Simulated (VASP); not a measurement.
# Zn (Fd-3m) in VASP: single point with PBEsol

Aim: the single point of Zn with PBEsol.

Program: VASP 6.6.1. These are calculated values, not measurements. Logs are shortened: lines on timing, memory, paths and dates and some standing lists are left out, and cuts for length are marked.

### 1 The cell of the first run

Symmetry: Fd-3m, No. 227, cubic system. The conventional cell has a = 5.652 Å, b = 5.652 Å, c = 5.652 Å, α = 90.00°, β = 90.00°, γ = 90.00°. Within 3.2 Å of Zn (site symmetry -43m) lie 4 Zn at 2.45 Å.

This isn't the form of Zn at room conditions, which is hcp.

### 2 Single point, PBEsol (22.57 Å³/atom)

POSCAR reads:

```
Zn
1.0
    0.0000000000      2.8261085908      2.8261085908
    2.8261085908      0.0000000000      2.8261085908
    2.8261085908      2.8261085908      0.0000000000
Zn
2
Direct
   -0.1250000000     -0.1250000000     -0.1250000000
    0.1250000000      0.1250000000      0.1250000000
```

INCAR.step1 reads:

```
SYSTEM = Zn
PREC     = Accurate       ! precision mode
ENCUT    = 520            ! plane-wave cutoff, eV
EDIFF    = 1E-6           ! SCF threshold, eV
ISMEAR   = -1             ! smearing method
SIGMA    = 0.05           ! smearing width, eV
LREAL    = .FALSE.        ! projectors in reciprocal space
LASPH    = .TRUE.         ! aspherical terms in the spheres
NELM     = 60             ! most SCF steps
ALGO     = Normal         ! electronic algorithm
ISIF     = 2              ! what is computed and relaxed
LWAVE    = .FALSE.        ! write WAVECAR
LCHARG   = .TRUE.         ! write CHGCAR
GGA      = PS             ! functional
NBANDS   = 19             ! bands
```

KPOINTS.step1 reads:

```
Automatic mesh
0
G
  13 13 13
  0 0 0
```

INCAR.step2 reads:

```
SYSTEM = Zn
PREC     = Accurate       ! precision mode
ENCUT    = 520            ! plane-wave cutoff, eV
EDIFF    = 1E-6           ! SCF threshold, eV
ISMEAR   = -5             ! smearing method
SIGMA    = 0.05           ! smearing width, eV
LREAL    = .FALSE.        ! projectors in reciprocal space
LASPH    = .TRUE.         ! aspherical terms in the spheres
NELM     = 60             ! most SCF steps
ALGO     = Normal         ! electronic algorithm
ISIF     = 2              ! what is computed and relaxed
LWAVE    = .FALSE.        ! write WAVECAR
LCHARG   = .FALSE.        ! write CHGCAR
GGA      = PS             ! functional
LORBIT   = 11             ! projections on sites
NBANDS   = 19             ! bands
NEDOS    = 2001           ! points of the DOS
ICHARG   = 11             ! starting density
```

KPOINTS.step2 reads:

```
Automatic mesh
0
G
  20 20 20
  0 0 0
```

Potentials or basis: VASP PAW PBE potentials, release 64 (Zn).

Run with:

```console
$ cat potpaw_PBE.64/Zn/POTCAR > POTCAR
$ cp INCAR.step1 INCAR
$ cp KPOINTS.step1 KPOINTS
$ mpirun -np 1 vasp_std > vasp.out
$ cp INCAR.step2 INCAR
$ cp KPOINTS.step2 KPOINTS
$ mpirun -np 1 vasp_std > vasp.out
```

OUTCAR:

```text
SYSTEM = Zn
   PREC = Accurate
   ENCUT = 520
   EDIFF = 1E-6
   ISMEAR = -5
   LREAL = .FALSE.
   LASPH = .TRUE.
   NELM = 60
   ISIF = 2
   GGA = PS
   LORBIT = 11
   ICHARG = 11

 ion  position               nearest neighbor table
   1  0.875  0.875  0.875-   2 2.45   2 2.45   2 2.45   2 2.45
   2  0.125  0.125  0.125-   1 2.45   1 2.45   1 2.45   1 2.45

  LATTYP: Found a face centered cubic cell.
 ALAT       =     5.6522171816

  Lattice vectors:

 A1 = (   0.0000000000,   2.8261085908,   2.8261085908)
 A2 = (   2.8261085908,   0.0000000000,   2.8261085908)
 A3 = (   2.8261085908,   2.8261085908,   0.0000000000)

Analysis of symmetry for initial positions (statically):
=====================================================================
 Subroutine PRICEL returns:
 Original cell was already a primitive cell.

 Routine SETGRP: Setting up the symmetry group for a
 face centered cubic supercell.

 Subroutine GETGRP returns: Found 48 space group operations
 (whereof 12 operations were pure point group operations)
 out of a pool of 48 trial point group operations.

The static configuration has the point symmetry D_3d.
 The point group associated with its full space group is O_h .

Analysis of symmetry for dynamics (positions and initial velocities):
=====================================================================
 Subroutine PRICEL returns:
 Original cell was already a primitive cell.

 Routine SETGRP: Setting up the symmetry group for a
 face centered cubic supercell.

 Subroutine GETGRP returns: Found 48 space group operations
 (whereof 12 operations were pure point group operations)
 out of a pool of 48 trial point group operations.

The dynamic configuration has the point symmetry D_3d.
 The point group associated with its full space group is O_h .

 Subroutine INISYM returns: Found 48 space group operations
 (whereof 12 operations are pure point group operations),
 and found     1 'primitive' translations

----------------------------------------------------------------------------------------

                                     Primitive cell

  volume of cell :      45.1436

  direct lattice vectors                    reciprocal lattice vectors
     0.000000000  2.826108591  2.826108591    -0.176921723  0.176921723  0.176921723
     2.826108591  0.000000000  2.826108591     0.176921723 -0.176921723  0.176921723
     2.826108591  2.826108591  0.000000000     0.176921723  0.176921723 -0.176921723

  length of vectors
     3.996721098  3.996721098  3.996721098     0.306437412  0.306437412  0.306437412

  position of ions in fractional coordinates (direct lattice)
     0.875000000  0.875000000  0.875000000
     0.125000000  0.125000000  0.125000000

  ion indices of the primitive-cell ions
   primitive index   ion index
                 1           1
                 2           2

----------------------------------------------------------------------------------------

 KPOINTS: Automatic mesh

Automatic generation of k-mesh.
 Grid dimensions read from file:
 generate k-points for:   20   20   20

 Generating k-lattice:

  Cartesian coordinates                     Fractional coordinates (reciprocal lattice)
    -0.008846086  0.008846086  0.008846086     0.050000000  0.000000000  0.000000000
     0.008846086 -0.008846086  0.008846086     0.000000000  0.050000000  0.000000000
     0.008846086  0.008846086 -0.008846086     0.000000000  0.000000000  0.050000000

  Length of vectors
     0.015321871  0.015321871  0.015321871

  Shift w.r.t. Gamma in fractional coordinates (k-lattice)
     0.000000000  0.000000000  0.000000000

 TETIRR: Found   1093 inequivalent tetrahedra from    48000

 Subroutine IBZKPT returns following result:
 ===========================================

 Found    256 irreducible k-points:

 Following reciprocal coordinates:
            Coordinates               Weight
  0.000000  0.000000  0.000000      1.000000
  0.050000  0.000000  0.000000      8.000000
  0.100000  0.000000  0.000000      8.000000
  0.150000  0.000000  0.000000      8.000000
  0.200000  0.000000  0.000000      8.000000
  0.250000  0.000000  0.000000      8.000000
[... 16 lines left out ...]
 -0.400000  0.050000  0.000000     24.000000
 -0.350000  0.050000  0.000000     24.000000
 [... further k-points ...]
   k-points           NKPTS =    256   k-points in BZ     NKDIM =    256   number of bands    NBANDS=     19
   number of dos      NEDOS =   2001   number of ions     NIONS =      2
   total plane-waves  NPLWV =  27000
   dimension x,y,z NGX =    30 NGY =   30 NGZ =   30
   dimension x,y,z NGXF=    60 NGYF=   60 NGZF=   60
   ions per type =               2
   NGX,Y,Z   is equivalent  to a cutoff of  12.48, 12.48, 12.48 a.u.
   NGXF,Y,Z  is equivalent  to a cutoff of  24.96, 24.96, 24.96 a.u.
 SYSTEM =  Zn
   PREC   = accura    normal or accurate (medium, high low for compatibility)
   ISTART =      0    job   : 0-new  1-cont  2-samecut
   ICHARG =     11    charge: 1-file 2-atom 10-const
   ISPIN  =      1    spin polarized calculation?
   LNONCOLLINEAR =      F non collinear calculations
   LSORBIT =      F    spin-orbit coupling
   LASPH  =      T    aspherical Exc in radial PAW
   ENCUT  =  520.0 eV  38.22 Ry    6.18 a.u.   7.43  7.43  7.43*2*pi/ulx,y,z
   NELM   =     60;   NELMIN=  2; NELMDL=  0     # of ELM steps
   EDIFF  = 0.1E-05   stopping-criterion for ELM
   LREAL  =      F    real-space projection
   EDIFFG = 0.1E-04   stopping-criterion for IOM
   NSW    =      0    number of steps for IOM
   IBRION =     -1    ionic relax: 0-MD 1-quasi-New 2-CG
   NFREE  =      0    steps in history (QN), initial steepest desc. (CG)
   ISIF   =      2    stress and relaxation
   ISYM   =      2    0-nonsym 1-usesym 2-fastsym
   POTIM  = 0.5000    time-step for ionic-motion
   TEBEG  =    0.0;   TEEND  =   0.0 temperature during run
   PSTRESS=    0.0 pullay stress
   NELECT =      24.0000    total number of electrons
   NUPDOWN=      -1.0000    fix difference up-down
   EMIN   =  10.00;   EMAX   =-10.00  energy-range for DOS
   EFERMI =   0.00;   METHOD = LEGACY
   ISMEAR =    -5;   SIGMA  =   0.05  broadening in eV -4-tet -1-fermi 0-gaus
   EFERMI_NEDOS =   21; number of points for ismear=-14 and -15
   IALGO  =     38    algorithm
   IMIX   =      4    mixing-type and parameters
     AMIX     =   0.40;   BMIX     =  1.00
     AMIX_MAG =   1.60;   BMIX_MAG =  1.00
  volume/ion in A,a.u.               =      22.57       152.32
  Fermi-wavevector in a.u.,A,eV,Ry     =   1.326212  2.506178 23.930460  1.758839
  Thomas-Fermi vector in A             =   2.455616
   LORBIT       =     11    0 simple, 1 ext, 2 COOP (PROOUT), +10 PAW based schemes
   GGA     = PS    functional components
   LHFCALC =     F    Hartree Fock is set to
   AEXX    =    0.0000 exact exchange contribution
   IVDW    =     0    specifies the selected vdW correction
   LEPSILON=     F    determine dielectric tensor
   LRPA    =     F    only Hartree local field effects (RPA)
 non-spin polarized calculation
 Fermi weights with tetrahedron method with Bloechl corrections
  energy-cutoff  :      520.00
  volume of cell :       45.14
 maximum number of plane-waves:      1243
 NGX is ok and might be reduce to    30

 number of electron      24.0000012 magnetization

 Free energy of the ion-electron system (eV)
  ---------------------------------------------------
  ext. energy  EPLUGINS =         0.00000000
  ---------------------------------------------------
  free energy    TOTEN  =        -1.95749872 eV

  energy without entropy =       -1.95749872  energy(sigma->0) =       -1.95749872

 E-fermi :   0.4450     XC(G=0):  -9.5281

 val. band max:        0.4066029874   @ k =  -0.3000   0.3000   0.1000
 cond. band min:       0.2930417623   @ k =  -0.2500   0.5000   0.2500
 fundamental gap:     -0.1135612251
 Fermi energy:         0.4449684889

 k-point     1 :       0.0000    0.0000    0.0000
  band No.  band energies     occupation
      1      -7.5083      2.00000
      2      -7.1994      2.00000
      3      -7.1994      2.00000
      4      -7.1994      2.00000
      5      -7.1555      2.00000
      6      -7.1555      2.00000
[... 11 lines left out ...]
     18       8.4541      0.00000
     19       9.8804      0.00000

 k-point     2 :       0.0500    0.0000    0.0000
  band No.  band energies     occupation
      1      -7.4782      2.00000
      2      -7.2114      2.00000
      3      -7.2114      2.00000
      4      -7.1987      2.00000
      5      -7.1403      2.00000
      6      -7.1403      2.00000
[... 11 lines left out ...]
     18       8.7570      0.00000
     19      10.1436      0.00000

 k-point     3 :       0.1000    0.0000    0.0000
  band No.  band energies     occupation
      1      -7.3918      2.00000
      2      -7.2297      2.00000
      3      -7.2297      2.00000
      4      -7.1956      2.00000
      5      -7.1131      2.00000
      6      -7.1131      2.00000
[... 11 lines left out ...]
     18       9.4385      0.00000
     19      10.8151      0.00000

 k-point     4 :       0.1500    0.0000    0.0000
  band No.  band energies     occupation
      1      -7.2705      2.00000
      2      -7.2443      2.00000
      3      -7.2443      2.00000
      4      -7.1807      2.00000
      5      -7.0855      2.00000
      6      -7.0855      2.00000
[... 407 lines left out ...]
     18       9.9613      0.00000
     19      14.8633      0.00000

 k-point    23 :      -0.4000    0.0500    0.0000
  band No.  band energies     occupation
      1      -7.2503      2.00000
      2      -7.2392      2.00000
      3      -7.1663      2.00000
      4      -7.0544      2.00000
      5      -7.0264      2.00000
      6      -6.9169      2.00000
[... 11 lines left out ...]
     18      10.0701      0.00000
     19      13.9323      0.00000

 k-point    24 :      -0.3500    0.0500    0.0000
  band No.  band energies     occupation
      1      -7.2614      2.00000
      2      -7.2399      2.00000
      3      -7.1763      2.00000
      4      -7.0524      2.00000
      5      -7.0173      2.00000
      6      -6.9114      2.00000
[... 11 lines left out ...]
     18      10.2399      0.00000
     19      13.0483      0.00000

 [... further k-points ...]
[... 5 lines left out ...]
  --------------------------------------------------------------------------------------
  -------------------------------------------------------------------------------------
  Total        0.1794669      0.1794669      0.1794669     -0.0000000      0.0000000     -0.0000000
  in kB        6.3693987      6.3693987      6.3693987     -0.0000000      0.0000000     -0.0000000
  external PRESSURE =       6.3693987 kB  Pullay stress =       0.0000000 kB

 VOLUME and BASIS-vectors are now :
 -----------------------------------------------------------------------------
  energy-cutoff  :      520.00
  volume of cell :       45.14
      direct lattice vectors                 reciprocal lattice vectors
     0.000000000  2.826108591  2.826108591    -0.176921723  0.176921723  0.176921723
     2.826108591  0.000000000  2.826108591     0.176921723 -0.176921723  0.176921723
     2.826108591  2.826108591  0.000000000     0.176921723  0.176921723 -0.176921723

 POSITION                                       TOTAL-FORCE (eV/Angst)
 -----------------------------------------------------------------------------------
      4.94569      4.94569      4.94569         0.000000      0.000000      0.000000
      0.70653      0.70653      0.70653        -0.000000     -0.000000     -0.000000
 -----------------------------------------------------------------------------------
    total drift:                               -0.000000     -0.000000     -0.000000

  FREE ENERGIE OF THE ION-ELECTRON SYSTEM (eV)
  ---------------------------------------------------
  free  energy   TOTEN  =        -1.9574987247 eV

  energy  without entropy=       -1.9574987247  energy(sigma->0) =       -1.95749872

 total charge

# of ion       s       p       d       tot
------------------------------------------
    1        0.733   0.324   9.718  10.775
    2        0.733   0.324   9.718  10.775
--------------------------------------------------
tot          1.466   0.647  19.436  21.550
```

It took 3.9 min on 1 thread of AMD EPYC, shared host; peak memory 0.26 GiB.

Results:

```yaml
Valence_electrons_inside_the_program's_atomic_spheres: Zn 10.78
```

Levels at points of the mesh, in eV from the Fermi level:
```csv
k point,band 10,band 11,band 12,band 13,band 14,band 15
"(0.00, 0.00, 0.00)",-6.72,-6.72,5.62,5.62,5.62,7.07
"(0.50, 0.00, 0.00)",-6.72,-4.69,-3.25,3.63,3.63,6.30
"(0.50, 0.50, 0.00)",-6.67,-3.19,-3.19,1.21,1.21,4.57
```

Caveat: the PAW data sets were made with another functional, which shifts forces and pressure a little.
